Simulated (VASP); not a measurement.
# B (Im-3m) in VASP: a series of runs

The runs below take B through relaxation of cell and atoms, single point, with BLYP.

Program: VASP 6.6.1. These are calculated values, not measurements. Logs are shortened: lines on timing, memory, paths and dates and some standing lists are left out, and cuts for length are marked.

## 1. The cell of the first run

It takes space group Im-3m (No. 229, cubic). Conventional cell: a = 2.358 Å, b = 2.358 Å, c = 2.358 Å, α = 90.00°, β = 90.00°, γ = 90.00°. Within 2.7 Å of B (site symmetry m-3m) lie 14 B at 2.04 to 2.36 Å.

## 2. Relaxation of cell and atoms, BLYP

The input, INCAR:

```
PREC     = Accurate       # precision mode
ENCUT    = 600            # plane-wave cutoff, eV
EDIFF    = 1E-6           # SCF threshold, eV
ISMEAR   = -1             # smearing method
SIGMA    = 0.1            # smearing width, eV
LREAL    = False          # projectors in reciprocal space
LASPH    = True           # aspherical terms in the spheres
NELM     = 80             # most SCF steps
ALGO     = Normal         # electronic algorithm
ISIF     = 3              # what is computed and relaxed
LWAVE    = False          # write WAVECAR
LCHARG   = False          # write CHGCAR
GGA      = B5             # functional
ALDAX    = 1.0          
AGGAX    = 1.0          
AGGAC    = 1.0          
ALDAC    = 0.0          
IBRION   = 2              # ionic algorithm
NSW      = 80             # ionic steps
EDIFFG   = -0.01          # ionic threshold
```

The input, KPOINTS:

```
regular mesh
0
Gamma
  18 18 18
```

The input, POSCAR:

```
B
1.0
   -1.1789190289      1.1789190289      1.1789190289
    1.1789190289     -1.1789190289      1.1789190289
    1.1789190289      1.1789190289     -1.1789190289
B
1
Direct
    0.0000000000      0.0000000000      0.0000000000
```

Potentials or basis: VASP PAW PBE potentials, release 64 (B).

Run with:

```sh
$ cat potpaw_PBE.64/B/POTCAR > POTCAR
$ mpirun -np 1 vasp_std > vasp.out
```

OUTCAR:

```text
PREC = Accurate
   ENCUT = 600
   EDIFF = 1E-6
   ISMEAR = -1
   LREAL = False
   LASPH = True
   NELM = 80
   ISIF = 3
   GGA = B5
   IBRION = 2
   NSW = 80
   EDIFFG = -0.01

 ion  position               nearest neighbor table
   1  0.000  0.000  0.000-

  LATTYP: Found a body centered cubic cell.
 ALAT       =     2.3578380578

  Lattice vectors:

 A1 = (  -1.1789190289,   1.1789190289,   1.1789190289)
 A2 = (   1.1789190289,  -1.1789190289,   1.1789190289)
 A3 = (   1.1789190289,   1.1789190289,  -1.1789190289)

Analysis of symmetry for initial positions (statically):
=====================================================================
 Subroutine PRICEL returns:
 Original cell was already a primitive cell.

 Routine SETGRP: Setting up the symmetry group for a
 body centered cubic supercell.

 Subroutine GETGRP returns: Found 48 space group operations
 (whereof 48 operations were pure point group operations)
 out of a pool of 48 trial point group operations.

The static configuration has the point symmetry O_h .

Analysis of symmetry for dynamics (positions and initial velocities):
=====================================================================
 Subroutine PRICEL returns:
 Original cell was already a primitive cell.

 Routine SETGRP: Setting up the symmetry group for a
 body centered cubic supercell.

 Subroutine GETGRP returns: Found 48 space group operations
 (whereof 48 operations were pure point group operations)
 out of a pool of 48 trial point group operations.

The dynamic configuration has the point symmetry O_h .

 Subroutine INISYM returns: Found 48 space group operations
 (whereof 48 operations are pure point group operations),
 and found     1 'primitive' translations

----------------------------------------------------------------------------------------

                                     Primitive cell

  volume of cell :       6.5541

  direct lattice vectors                    reciprocal lattice vectors
    -1.178919029  1.178919029  1.178919029     0.000000000  0.424117338  0.424117338
     1.178919029 -1.178919029  1.178919029     0.424117338  0.000000000  0.424117338
     1.178919029  1.178919029 -1.178919029     0.424117338  0.424117338  0.000000000

  length of vectors
     2.041947656  2.041947656  2.041947656     0.599792491  0.599792491  0.599792491

  position of ions in fractional coordinates (direct lattice)
     0.000000000  0.000000000  0.000000000

  ion indices of the primitive-cell ions
   primitive index   ion index
                 1           1

----------------------------------------------------------------------------------------

 KPOINTS: regular mesh

Automatic generation of k-mesh.
 Grid dimensions read from file:
 generate k-points for:   18   18   18

 Generating k-lattice:

  Cartesian coordinates                     Fractional coordinates (reciprocal lattice)
     0.000000000  0.023562074  0.023562074     0.055555556  0.000000000  0.000000000
     0.023562074  0.000000000  0.023562074     0.000000000  0.055555556  0.000000000
     0.023562074  0.023562074  0.000000000     0.000000000  0.000000000  0.055555556

  Length of vectors
     0.033321805  0.033321805  0.033321805

  Shift w.r.t. Gamma in fractional coordinates (k-lattice)
     0.000000000  0.000000000  0.000000000

 Subroutine IBZKPT returns following result:
 ===========================================

 Found    195 irreducible k-points:

 Following reciprocal coordinates:
            Coordinates               Weight
  0.000000  0.000000  0.000000      1.000000
  0.055556  0.000000  0.000000     12.000000
  0.111111  0.000000  0.000000     12.000000
  0.166667  0.000000  0.000000     12.000000
  0.222222  0.000000  0.000000     12.000000
  0.277778  0.000000  0.000000     12.000000
[... 16 lines left out ...]
  0.333333  0.111111 -0.000000     48.000000
  0.388889  0.111111 -0.000000     48.000000
 [... further k-points ...]
   k-points           NKPTS =    195   k-points in BZ     NKDIM =    195   number of bands    NBANDS=      5
   number of dos      NEDOS =    301   number of ions     NIONS =      1
   total plane-waves  NPLWV =   4096
   dimension x,y,z NGX =    16 NGY =   16 NGZ =   16
   dimension x,y,z NGXF=    32 NGYF=   32 NGZF=   32
   ions per type =               1
   NGX,Y,Z   is equivalent  to a cutoff of  13.03, 13.03, 13.03 a.u.
   NGXF,Y,Z  is equivalent  to a cutoff of  26.05, 26.05, 26.05 a.u.
 SYSTEM =  unknown system
   PREC   = accura    normal or accurate (medium, high low for compatibility)
   ISTART =      0    job   : 0-new  1-cont  2-samecut
   ICHARG =      2    charge: 1-file 2-atom 10-const
   ISPIN  =      1    spin polarized calculation?
   LNONCOLLINEAR =      F non collinear calculations
   LSORBIT =      F    spin-orbit coupling
   LASPH  =      T    aspherical Exc in radial PAW
   ENCUT  =  600.0 eV  44.10 Ry    6.64 a.u.   4.08  4.08  4.08*2*pi/ulx,y,z
   NELM   =     80;   NELMIN=  2; NELMDL= -5     # of ELM steps
   EDIFF  = 0.1E-05   stopping-criterion for ELM
   LREAL  =      F    real-space projection
   EDIFFG = -.1E-01   stopping-criterion for IOM
   NSW    =     80    number of steps for IOM
   IBRION =      2    ionic relax: 0-MD 1-quasi-New 2-CG
   NFREE  =      1    steps in history (QN), initial steepest desc. (CG)
   ISIF   =      3    stress and relaxation
   ISYM   =      2    0-nonsym 1-usesym 2-fastsym
   POTIM  = 0.5000    time-step for ionic-motion
   TEBEG  =    0.0;   TEEND  =   0.0 temperature during run
   PSTRESS=    0.0 pullay stress
   NELECT =       3.0000    total number of electrons
   NUPDOWN=      -1.0000    fix difference up-down
   EMIN   =  10.00;   EMAX   =-10.00  energy-range for DOS
   EFERMI =   0.00;   METHOD = LEGACY
   ISMEAR =    -1;   SIGMA  =   0.10  broadening in eV -4-tet -1-fermi 0-gaus
   EFERMI_NEDOS =   21; number of points for ismear=-14 and -15
   IALGO  =     38    algorithm
   IMIX   =      4    mixing-type and parameters
     AMIX     =   0.40;   BMIX     =  1.00
     AMIX_MAG =   1.60;   BMIX_MAG =  1.00
  volume/ion in A,a.u.               =       6.55        44.23
  Fermi-wavevector in a.u.,A,eV,Ry     =   1.261667  2.384204 21.657789  1.591803
  Thomas-Fermi vector in A             =   2.395114
   LORBIT       =      0    0 simple, 1 ext, 2 COOP (PROOUT), +10 PAW based schemes
   GGA     = B5    functional components
   LHFCALC =     F    Hartree Fock is set to
   AEXX    =    0.0000 exact exchange contribution
   IVDW    =     0    specifies the selected vdW correction
   LEPSILON=     F    determine dielectric tensor
   LRPA    =     F    only Hartree local field effects (RPA)
 conjugate gradient relaxation of ions
 non-spin polarized calculation
  energy-cutoff  :      600.00
  volume of cell :        6.55
 maximum number of plane-waves:       236
   NGX =  9   NGY =  9   NGZ =  9

--------------------------------------- Ionic step        1  -------------------------------------------

 number of electron       3.0000000 magnetization

 Free energy of the ion-electron system (eV)
  ---------------------------------------------------
  ext. energy  EPLUGINS =         0.00000000
  ---------------------------------------------------
  free energy    TOTEN  =        -4.02254837 eV

  energy without entropy =       -4.01321761  energy(sigma->0) =       -4.01788299

------------------------ aborting loop because EDIFF is reached ----------------------------------------

  FORCE on cell =-STRESS in cart. coord.  units (eV):
  Direction    XX          YY          ZZ          XY          YZ          ZX
  --------------------------------------------------------------------------------------
  -------------------------------------------------------------------------------------
  Total       -0.1114184     -0.1114184     -0.1114184      0.0000000      0.0000000     -0.0000000
  in kB      -27.2367675    -27.2367675    -27.2367675      0.0000000      0.0000000     -0.0000000
  external PRESSURE =     -27.2367675 kB  Pullay stress =       0.0000000 kB

 VOLUME and BASIS-vectors are now :
 -----------------------------------------------------------------------------
  energy-cutoff  :      600.00
  volume of cell :        6.55
      direct lattice vectors                 reciprocal lattice vectors
    -1.178919029  1.178919029  1.178919029     0.000000000  0.424117338  0.424117338
     1.178919029 -1.178919029  1.178919029     0.424117338  0.000000000  0.424117338
     1.178919029  1.178919029 -1.178919029     0.424117338  0.424117338  0.000000000

 POSITION                                       TOTAL-FORCE (eV/Angst)
 -----------------------------------------------------------------------------------
      0.00000      0.00000      0.00000         0.000000     -0.000000      0.000000
 -----------------------------------------------------------------------------------
    total drift:                               -0.000000      0.000000     -0.000000

  FREE ENERGIE OF THE ION-ELECTRON SYSTEM (eV)
  ---------------------------------------------------
  free  energy   TOTEN  =        -4.0225483749 eV

  energy  without entropy=       -4.0132176143  energy(sigma->0) =       -4.01788299

--------------------------------------- Ionic step        2  -------------------------------------------

 number of electron       3.0000000 magnetization

 Free energy of the ion-electron system (eV)
  ---------------------------------------------------
  ext. energy  EPLUGINS =         0.00000000
  ---------------------------------------------------
  free energy    TOTEN  =        -4.02347218 eV

  energy without entropy =       -4.01451986  energy(sigma->0) =       -4.01899602

 E-fermi :   9.7730     XC(G=0): -12.0231

 val. band max:        9.7656375743   @ k =  -0.4444   0.5000   0.3889
 cond. band min:       9.8104513557   @ k =   0.5000   0.5000   0.4444
 fundamental gap:      0.0448137815
 Fermi energy:         9.7729710863

 k-point     1 :       0.0000    0.0000    0.0000
  band No.  band energies     occupation
      1      -8.0848      2.00000
      2      24.2238      0.00000
      3      24.2238      0.00000
      4      24.2238      0.00000
      5      42.7684      0.00000

 k-point     2 :       0.0556    0.0000    0.0000
  band No.  band energies     occupation
      1      -7.9494      2.00000
      2      23.8056      0.00000
      3      23.9115      0.00000
      4      24.1510      0.00000
      5      41.5991      0.00000

 k-point     3 :       0.1111    0.0000    0.0000
  band No.  band energies     occupation
      1      -7.5432      2.00000
      2      22.5388      0.00000
      3      23.0951      0.00000
      4      23.9384      0.00000
      5      39.0041      0.00000

 k-point     4 :       0.1667    0.0000    0.0000
  band No.  band energies     occupation
      1      -6.8669      2.00000
      2      20.4704      0.00000
      3      22.0202      0.00000
      4      23.6060      0.00000
      5      36.9382      0.00000
[... 137 lines left out ...]
 k-point    22 :       0.2778    0.1111    0.0000
  band No.  band energies     occupation
      1      -2.8501      2.00000
      2      12.1614      0.00000
      3      17.4427      0.00000
      4      21.0901      0.00000
      5      34.8553      0.00000

 k-point    23 :       0.3333    0.1111   -0.0000
  band No.  band energies     occupation
      1      -1.1730      2.00000
      2       9.3232      1.97797
      3      16.8201      0.00000
      4      20.6570      0.00000
      5      34.3866      0.00000

 k-point    24 :       0.3889    0.1111   -0.0000
  band No.  band energies     occupation
      1       0.5878      2.00000
      2       6.8365      2.00000
      3      16.4410      0.00000
      4      20.3814      0.00000
      5      34.0854      0.00000

 [... further k-points ...]
[... 5 lines left out ...]
  --------------------------------------------------------------------------------------
  -------------------------------------------------------------------------------------
  Total       -0.0020036     -0.0020036     -0.0020036     -0.0000000      0.0000000      0.0000000
  in kB       -0.4977616     -0.4977616     -0.4977616     -0.0000000      0.0000000      0.0000000
  external PRESSURE =      -0.4977616 kB  Pullay stress =       0.0000000 kB

 VOLUME and BASIS-vectors are now :
 -----------------------------------------------------------------------------
  energy-cutoff  :      600.00
  volume of cell :        6.45
      direct lattice vectors                 reciprocal lattice vectors
    -1.172582199  1.172582199  1.172582199     0.000000000  0.426409339  0.426409339
     1.172582199 -1.172582199  1.172582199     0.426409339  0.000000000  0.426409339
     1.172582199  1.172582199 -1.172582199     0.426409339  0.426409339  0.000000000

 POSITION                                       TOTAL-FORCE (eV/Angst)
 -----------------------------------------------------------------------------------
      1.17258      1.17258     -1.17258        -0.000000      0.000000     -0.000000
 -----------------------------------------------------------------------------------
    total drift:                                0.000000      0.000000     -0.000000

  FREE ENERGIE OF THE ION-ELECTRON SYSTEM (eV)
  ---------------------------------------------------
  free  energy   TOTEN  =        -4.0234721848 eV

  energy  without entropy=       -4.0145198602  energy(sigma->0) =       -4.01899602

 reached required accuracy - stopping structural energy minimisation
```

It took 19 s on 1 thread of AMD EPYC 7R43 (Zen 3), shared host; peak memory 0.08 GiB.

What came out:

```yaml
Free_energy: -4.0235 eV
Relaxed_volume: 6.45 Å³/atom
Relaxed_cell: a = 2.031 Å, b = 2.031 Å, c = 2.031 Å, α = 109.47°, β = 109.47°, γ = 109.47°
Space_group_after_relaxing_to_0.05_Å: Im-3m (No. 229)
Energy_gained_by_relaxing: 0.9 meV/atom
Ionic_steps: 2
Pressure_after_relaxing: 0.0 GPa
```

Step by step:
| step | energy change (eV) | largest force (eV/Å) | pressure (GPa) | volume (Å³) |
| --- | --- | --- | --- | --- |
| 1 | 0.0000 | 0.0000 | -2.72 | 6.55 |
| 2 | -0.0009 | 0.0000 | -0.05 | 6.45 |

Final structure:
```yaml
crystal:
  lattice:
    - [-1.17258, 1.17258, 1.17258]
    - [1.17258, -1.17258, 1.17258]
    - [1.17258, 1.17258, -1.17258]
  atoms:
    - { symbol: B, position: [0.00000, 0.00000, 0.00000] }
```

Caveat: the PAW data sets were made with another functional, which shifts forces and pressure a little.

(Continued in part 2 of 2.)
